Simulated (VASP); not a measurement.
SnCl:

```
Sn Cl
1.0
     2.38905    0.00000    0.00000
     0.00000    4.44432    0.00000
     0.00000    0.00000    5.85857
Sn Cl
1 1
Direct
  0.50000 0.50000 0.00000
  0.50000 0.00000 0.50000
```

| Property | Result |
| --- | --- |
| Program | VASP 6.6.1 |
| Task | relaxation of cell and atoms |
| Functional | PBE |
| Potentials or basis | VASP PAW PBE potentials, release 64 (Sn_d, Cl) |
| Cutoff | 600 eV |
| k mesh | 8 × 4 × 4 |
| Occupations | gaussian, width 0.1 eV |
| Spin | no spin polarisation |

At the start: pressure 8.8 GPa; volume 31.10 Å³/atom.

Task: Where does the relaxation end?

Result: Over 25 steps the energy falls by 1218.9 meV/atom and the volume is 28.15 Å³/atom (-9.5 %); space group Pmmm (No. 47, to 0.05 Å).

The path:
```csv
step,energy change (eV),largest force (eV/Å),pressure (GPa),volume (Å³)
1,0.0000,0.0000,8.78,62.20
2,-0.9851,0.0000,-2.20,77.71
3,-1.0668,0.0000,-4.27,84.09
4,-1.8798,0.0000,-5.49,74.96
5,3.0671,0.0000,57.94,43.81
6,-2.1134,0.0000,-5.15,71.45
7,-2.2995,0.0000,-1.21,63.30
8,-2.3096,0.0000,-3.03,65.79
9,-2.3124,0.0000,-2.78,65.39
10,-2.4137,0.0000,-0.45,58.75
11,-2.4217,0.0000,0.51,56.91
12,-2.4300,0.0000,-0.03,56.90
13,-2.4319,0.0000,0.10,56.91
14,-2.4319,0.0000,0.10,56.91
15,-2.4323,0.0000,-0.02,57.10
16,-2.4327,0.0000,-0.44,57.66
17,-2.4328,0.0000,-0.48,57.67
18,-2.4330,0.0000,-0.50,57.71
19,-2.4334,0.0000,-0.58,57.78
20,-2.4337,0.0000,-0.76,57.93
21,-2.4346,0.0000,-0.71,57.76
22,-2.4362,0.0000,-0.50,57.24
23,-2.4363,0.0000,-0.42,57.02
24,-2.4370,0.0000,-0.31,56.84
25,-2.4378,0.0000,0.05,56.30
```

Final structure:
```
CELL_PARAMETERS angstrom
3.34093 0.00000 0.00000
0.00000 3.63336 0.00000
0.00000 0.00000 4.63826
ATOMIC_POSITIONS crystal
Sn 0.50000 0.50000 0.00000
Cl 0.50000 0.00000 0.50000
```

Caveat: an odd number of electrons without spin polarisation forces a metal; a magnetic or distorted state may lie lower.
